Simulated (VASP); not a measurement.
KCl (Sylvite):

```
K Cl
1.0
     0.00000    3.14485    3.14485
     3.14485    0.00000    3.14485
     3.14485    3.14485    0.00000
K Cl
1 1
Cartesian
  0.0000 0.0000 0.0000
  3.1448 3.1448 3.1448
```

Program: VASP 6.6.1. Alike in all runs: task single point; potentials or basis VASP PAW PBE potentials, release 64 (K_sv, Cl); no spin polarisation; cell as given; cutoff (eV) 520. Hardware: 1 thread of Intel(R) Xeon(R) Platinum 8259CL CPU @ 2.50GHz (Skylake/Cascade Lake), on a shared host.

**Question.** Order these runs on this cell by their wall time, lowest first.
A. level PBE; k mesh 4 × 4 × 4; smearing gaussian 0.01 eV
B. level r2SCAN; k mesh 8 × 8 × 8; smearing gaussian 0.01 eV
C. level PBE; k mesh 8 × 8 × 8; smearing fermi-dirac 0.02 eV

**Answer.** A (10 s), C (22 s), B (97 s).

Caveats: some runs use coarse meshes.
